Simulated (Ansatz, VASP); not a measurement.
# Rh in VASP and in Ansatz

The input INCAR:

```
ALGO     = Normal         # electronic algorithm
EDIFF    = 1E-6           # SCF threshold, eV
ENCUT    = 520            # plane-wave cutoff, eV
ISIF     = 2              # what is computed and relaxed
ISMEAR   = -1             # smearing method
LASPH    = True           # aspherical terms in the spheres
LCHARG   = False          # write CHGCAR
LREAL    = False          # projectors in reciprocal space
LWAVE    = False          # write WAVECAR
NBANDS   = 14             # bands
NELM     = 100            # most SCF steps
PREC     = Accurate       # precision mode
SIGMA    = 0.05           # smearing width, eV
```

Contents of KPOINTS:

```
k-points
0
Gamma
  18 18 18
```

Contents of POSCAR:

```
Rh
1.0
    0.0000000000      1.8902139830      1.8902139830
    1.8902139830      0.0000000000      1.8902139830
    1.8902139830      1.8902139830      0.0000000000
Rh
1
Direct
    0.0000000000      0.0000000000      0.0000000000
```

Input for Ansatz:

```yaml
crystal:
  lattice:
    - [0.0, 1.890213983, 1.890213983]
    - [1.890213983, 0.0, 1.890213983]
    - [1.890213983, 1.890213983, 0.0]
  atoms:
    - { symbol: Rh, position: [0.0, 0.0, 0.0] }
kpoints:
  mp_grid: { grid: [18, 18, 18] }
scf:
  occupations: { method: fermi_dirac, width: 0.05 }
  lower_state_search: "off"
hamiltonian:
  xc: lda
  pseudopotentials: { kind: all_electron, lapw: { basis_error: 0.0005 } }
output:
  forces: true
  stress: true
  eigenvalues: true
basis:
  xc_grid: 1
```

Alike in both runs: task single point; functional LDA; k mesh 18 × 18 × 18; occupations fermi-dirac, width 0.05 eV; no spin polarisation.

|  | VASP | Ansatz |
| --- | --- | --- |
| version | VASP 6.6.1 | Ansatz 0.2.0 |
| potentials or method | VASP PAW LDA potentials, release 64 (Rh_pv), cutoff 520 eV | all-electron LAPW, scalar-relativistic |

|  | VASP | Ansatz | Ansatz less VASP |
| --- | --- | --- | --- |
| gap on the k mesh at the Fermi level (eV) | none | none | - |
| pressure (GPa) | -5.5 | -6.3 | -0.82 |

LDA's correlation is that of Perdew and Zunger in VASP and of Perdew and Wang (1992) in Ansatz. A gap of «none» marks a metal or a gap that the smearing closes. Ansatz ran all-electron here, and VASP with PAW potentials.
